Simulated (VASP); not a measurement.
# GdTa2Co3 in VASP: single point with PBE+U

Aim: the single point of GdTa2Co3 with PBE+U.

Program: VASP 6.6.1. These are calculated values, not measurements. Logs are shortened: lines on timing, memory, paths and dates and some standing lists are left out, and cuts for length are marked.

### 1 The cell of the first run

The typed cell holds 6 atoms: a = 5.479 Å, b = 5.479 Å, c = 3.270 Å, α = 90.00°, β = 90.00°, γ = 60.00°.

### 2 Single point, PBE+U, collinear spin, ferrimagnetic start

Contents of INCAR:

```
ALGO = Normal
EDIFF = 1E-6
ENCUT = 600
GGA = PE
GGA_COMPAT = F
ISIF = 2
ISMEAR = 1
ISPIN = 2
LASPH = T
LCHARG = F
LDAU = T
LDAUJ = 0 0 0
LDAUL = 2 3 -1
LDAUPRINT = 1
LDAUTYPE = 2
LDAUU = 1.78 6.41 0
LMAXMIX = 6
LORBIT = 11
LREAL = F
LWAVE = F
MAGMOM = 3 -3 3 -7 0 0
NBANDS = 60
NELM = 200
PREC = Accurate
SIGMA = 0.0153
```

Contents of KPOINTS:

```
k-points
0
Gamma
  5 5 7
```

Contents of POSCAR:

```
GdTa2Co3
1.0
    2.7393954300      4.7447699000      0.0000000000
   -2.7393954300      4.7447699000      0.0000000000
    0.0000000000      0.0000000000      3.2695138400
Co Gd Ta
3 1 2
Direct
    0.5000000000      0.5000000000      0.5000000000
    0.5000000000      0.0000000000      0.5000000000
    0.0000000000      0.5000000000      0.5000000000
    0.0000000000      0.0000000000      0.0000000000
    0.3333000000      0.3334000000      0.0000000000
    0.6666000000      0.6667000000      0.0000000000
```

Potentials or basis: VASP PAW PBE potentials, release 64 (Co_sv, Gd, Ta_sv_GW).

Command:

```
$ cat potpaw_PBE.64/Co_sv/POTCAR potpaw_PBE.64/Gd/POTCAR potpaw_PBE.64/Ta_sv_GW/POTCAR > POTCAR
$ mpirun -np 1 vasp_std > vasp.out
```

OUTCAR:

```text
EDIFF = 1E-6
   ENCUT = 600
   GGA = PE
   ISIF = 2
   ISMEAR = 1
   ISPIN = 2
   LASPH = T
   LORBIT = 11
   LREAL = F
   NELM = 200
   PREC = Accurate

 ion  position               nearest neighbor table
   1  0.500  0.500  0.500-   5 2.27   6 2.27   5 2.27   6 2.27
   2  0.500  0.000  0.500-   6 2.27   6 2.27   5 2.27   5 2.27
   3  0.000  0.500  0.500-   5 2.27   5 2.27   6 2.27   6 2.27
   4  0.000  0.000  0.000-   6 3.16   5 3.16   6 3.16   5 3.16   6 3.16   5 3.16
   5  0.333  0.333  0.000-   1 2.27   1 2.27   3 2.27   3 2.27   2 2.27   2 2.27   6 3.16   4 3.16
                             4 3.16   6 3.16   6 3.16   4 3.16
   6  0.667  0.667  0.000-   1 2.27   1 2.27   2 2.27   2 2.27   3 2.27   3 2.27   5 3.16   4 3.16
                             4 3.16   5 3.16   5 3.16   4 3.16

  LATTYP: Found a hexagonal cell.
 ALAT       =     5.4787889835
 C/A-ratio  =     0.5967584898

  Lattice vectors:

 A1 = (   2.7393954300,  -4.7447699000,   0.0000000000)
 A2 = (   2.7393954300,   4.7447699000,   0.0000000000)
 A3 = (   0.0000000000,   0.0000000000,   3.2695138400)

Analysis of symmetry for initial positions (statically):
=====================================================================
 Subroutine PRICEL returns:
 Original cell was already a primitive cell.

 Routine SETGRP: Setting up the symmetry group for a
 hexagonal supercell.

 Subroutine GETGRP returns: Found  4 space group operations
 (whereof  4 operations were pure point group operations)
 out of a pool of 24 trial point group operations.

The static configuration has the point symmetry C_2v.

Analysis of symmetry for dynamics (positions and initial velocities):
=====================================================================
 Subroutine PRICEL returns:
 Original cell was already a primitive cell.

 Routine SETGRP: Setting up the symmetry group for a
 hexagonal supercell.

 Subroutine GETGRP returns: Found  4 space group operations
 (whereof  4 operations were pure point group operations)
 out of a pool of 24 trial point group operations.

The dynamic configuration has the point symmetry C_2v.
[... 300 lines left out ...]
  o =  0.9900  v =  0.0000  0.0000  0.0000  0.0000  0.0000  0.0000  0.0000 -0.0000 -0.9365 -0.0000  0.0001 -0.0000  0.3507  0.0000      0.0000  0.0000  0.0000  0.0000  0.0000  0.0000  0.0000  0.0000  0.0000  0.0000  0.0000  0.0000  0.0000  0.0000
  o =  0.9900  v =  0.0000  0.0000  0.0000  0.0000  0.0000  0.0000  0.0000 -0.0000 -0.3507 -0.0000  0.0003 -0.0000 -0.9365  0.0000      0.0000  0.0000  0.0000  0.0000  0.0000  0.0000  0.0000  0.0000  0.0000  0.0000  0.0000  0.0000  0.0000  0.0000
  o =  0.9912  v =  0.0000  0.0000  0.0000  0.0000  0.0000  0.0000  0.0000  0.0000 -0.0000 -0.0001  0.0000 -0.0001 -0.0000 -1.0000      0.0000  0.0000  0.0000  0.0000  0.0000  0.0000  0.0000  0.0000  0.0000  0.0000  0.0000  0.0000  0.0000  0.0000

 number of electron      95.0000024 magnetization      -7.5717169

 Free energy of the ion-electron system (eV)
  ---------------------------------------------------
  ext. energy  EPLUGINS =         0.00000000
  ---------------------------------------------------
  free energy    TOTEN  =       -52.95348028 eV

  energy without entropy =      -52.95331241  energy(sigma->0) =      -52.95342433

 E-fermi :  11.1756     XC(G=0): -13.2930

 val. band max:       11.1726708215   @ k =   0.2000   0.2000   0.2857
 cond. band min:      11.2219697989   @ k =   0.4000  -0.4000   0.2857
 fundamental gap:      0.0492989774
 Fermi energy:        11.1756428516

 spin component 1

 k-point     1 :       0.0000    0.0000    0.0000
  band No.  band energies     occupation
      1     -83.9608      1.00000
      2     -83.9516      1.00000
      3     -83.9511      1.00000
      4     -56.9121      1.00000
      5     -56.9092      1.00000
      6     -47.5939      1.00000
[... 2969 lines left out ...]
     58      12.9729      0.00000
     59      13.9107      0.00000

 [... further k-points ...]

 [bands above 59 left out]

------------------------ aborting loop because EDIFF is reached ----------------------------------------

  FORCE on cell =-STRESS in cart. coord.  units (eV):
  Direction    XX          YY          ZZ          XY          YZ          ZX
  --------------------------------------------------------------------------------------
  -------------------------------------------------------------------------------------
  Total       16.3964157     16.4105451     36.6650560      0.0040459      0.0000000      0.0000000
  in kB      309.0839437    309.3502931    691.1620378      0.0762675      0.0000000      0.0000000
  external PRESSURE =     436.5320915 kB  Pullay stress =       0.0000000 kB

 VOLUME and BASIS-vectors are now :
 -----------------------------------------------------------------------------
  energy-cutoff  :      600.00
  volume of cell :       84.99
      direct lattice vectors                 reciprocal lattice vectors
     2.739395430  4.744769900  0.000000000     0.182522025  0.105379188  0.000000000
    -2.739395430  4.744769900  0.000000000    -0.182522025  0.105379188  0.000000000
     0.000000000  0.000000000  3.269513840     0.000000000  0.000000000  0.305855870

 POSITION                                       TOTAL-FORCE (eV/Angst)
 -----------------------------------------------------------------------------------
      0.00000      4.74477      1.63476         0.001007      0.000009      0.000000
      1.36970      2.37238      1.63476        -0.003169      0.002380      0.000000
     -1.36970      2.37238      1.63476        -0.003167     -0.002406      0.000000
      0.00000      0.00000      0.00000        -0.001756      0.000004      0.000000
     -0.00027      3.16334      0.00000         0.003168     -0.003064      0.000000
     -0.00027      6.32620      0.00000         0.003917      0.003077      0.000000
 -----------------------------------------------------------------------------------
    total drift:                               -0.000006     -0.000023     -0.000000

  FREE ENERGIE OF THE ION-ELECTRON SYSTEM (eV)
  ---------------------------------------------------
  free  energy   TOTEN  =       -52.9534802815 eV

  energy  without entropy=      -52.9533124134  energy(sigma->0) =      -52.95342433

 total charge

# of ion       s       p       d       f       tot
--------------------------------------------------
    1        2.306   6.132   6.987   0.000  15.425
    2        2.306   6.132   6.987   0.000  15.425
    3        2.306   6.132   6.987   0.000  15.425
    4        2.047   5.621   0.659   6.944  15.271
    5        3.780   6.027   2.631   0.112  12.550
    6        3.780   6.027   2.631   0.112  12.550
--------------------------------------------------
tot         16.525  36.071  26.882   7.169  86.646

 magnetization (x)

# of ion       s       p       d       f       tot
--------------------------------------------------
    1        0.002   0.000  -0.031   0.000  -0.028
    2        0.002   0.000  -0.029   0.000  -0.027
    3        0.002   0.000  -0.031   0.000  -0.028
    4       -0.002   0.076  -0.196  -6.903  -7.025
    5        0.004  -0.001  -0.000  -0.001   0.001
    6        0.004  -0.001  -0.000  -0.001   0.001
--------------------------------------------------
tot          0.012   0.075  -0.287  -6.906  -7.106
```

OSZICAR:

```text
N       E                     dE             d eps       ncg     rms          rms(c)
DAV:   1     0.221906785600E+04    0.22191E+04   -0.48242E+04 20344   0.754E+03
DAV:   2     0.384558559869E+03   -0.18345E+04   -0.17429E+04 21120   0.177E+03
DAV:   3     0.244550915596E+01   -0.38211E+03   -0.35462E+03 21080   0.567E+02
[... 24 lines left out ...]
DAV:  28    -0.529534719811E+02   -0.10672E-04   -0.10619E-04 18300   0.121E-01    0.636E-02
DAV:  29    -0.529534768503E+02   -0.48692E-05   -0.33342E-05 16776   0.566E-02    0.787E-02
DAV:  30    -0.529534784902E+02   -0.16399E-05   -0.31619E-05 15556   0.610E-02    0.329E-02
DAV:  31    -0.529534801215E+02   -0.16313E-05   -0.62883E-06 15240   0.266E-02    0.139E-02
DAV:  32    -0.529534802815E+02   -0.16000E-06   -0.12622E-06  8708   0.184E-02
   1 F= -.52953480E+02 E0= -.52953424E+02  d E =-.167868E-03  mag=    -7.5714
```

stdout:

```text
POSCAR found type information on POSCAR CoGdTa
 POSCAR found :  3 types and       6 ions
 scaLAPACK will be used
 LDA part: xc-table for (Slater+PW92), standard interpolation
 POSCAR, INCAR and KPOINTS ok, starting setup
 FFT: planning ... GRIDC
 FFT: planning ... GRID_SOFT
 FFT: planning ... GRID
 WAVECAR not read
 entering main loop
```

Wall time 18 min (1 thread of Intel Xeon 6975P-C (Granite Rapids), shared host); peak memory 0.66 GiB.

Results:

* Free energy: -52.9535 eV
* Pressure: 43.7 GPa
* Largest force: 0.005 eV/Å
* Net moment: -7.57 μB per cell
* Site moments: Co -0.03; Gd -7.03; Ta +0.00 μB
* Valence electrons inside the program's atomic spheres: Co 15.43; Gd 15.27; Ta 12.55

Forces in eV/Å, atoms in the order of the input:
```
Co   0.001  0.000  0.000
Co  -0.003  0.002  0.000
Co  -0.003 -0.002  0.000
Gd  -0.002  0.000  0.000
Ta   0.003 -0.003  0.000
Ta   0.004  0.003  0.000
```

Stress tensor (GPa, compression positive):
```
30.91  0.01  0.00
 0.01 30.94  0.00
 0.00  0.00 69.12
```

Eigenvalues of the final occupation matrices:
```tsv
site	spin	trace	eigenvalues
site 1 d	1	3.50	0.59 0.68 0.69 0.77 0.77
site 1 d	2	3.53	0.63 0.67 0.71 0.75 0.77
site 2 d	1	3.50	0.59 0.68 0.69 0.77 0.77
site 2 d	2	3.53	0.63 0.67 0.71 0.75 0.77
site 3 d	1	3.50	0.59 0.68 0.69 0.77 0.77
site 3 d	2	3.53	0.63 0.67 0.71 0.75 0.77
site 4 f	1	0.02	0.00 0.00 0.00 0.00 0.00 0.00 0.01
site 4 f	2	6.93	0.99 0.99 0.99 0.99 0.99 0.99 0.99
```

Caveat: the cell stands under pressure; spin-orbit coupling is left out, which moves the levels of the heavy elements. The state reached can hang on the start; a lower one may exist.
